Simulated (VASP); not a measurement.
A run of VASP 6.6.1 is set up as follows.

The input INCAR:

```
SYSTEM = PbSe
PREC = Accurate
ENCUT = 520
EDIFF = 1E-6
ISMEAR = -1
SIGMA = 0.05
LREAL = .False.
LASPH = .True.
NELM = 60
ALGO = Normal
ISIF = 2
LWAVE = .False.
LCHARG = .False.
GGA = RP
IVDW = 12
NBANDS = 17
```

KPOINTS

```
regular mesh
0
Gamma
  8 8 8
  0 0 0
```

Contents of POSCAR:

```
PbSe
1.0
    0.0000000000      2.9981702236      2.9981702236
    2.9981702236      0.0000000000      2.9981702236
    2.9981702236      2.9981702236      0.0000000000
Pb Se
1 1
Direct
    0.0000000000      0.0000000000      0.0000000000
    0.5000000000      0.5000000000      0.5000000000
```

Potentials or basis: VASP PAW PBE potentials, release 64 (Pb_d, Se).

Command:

```sh
$ cat potpaw_PBE.64/Pb_d/POTCAR potpaw_PBE.64/Se/POTCAR > POTCAR
$ mpirun -np 1 vasp_std > vasp.out
```

(1) Predict the pressure.

(2) Estimate the band gap on the k mesh.

(3) Predict the dispersion energy per atom.

## Answers

(1) -8.0 GPa.

(2) 0.14 eV, direct.

(3) -1.899 eV.

Caveat: the PAW data sets were made with another functional, which shifts forces and pressure a little; spin-orbit coupling is left out, which moves the levels of the heavy elements.
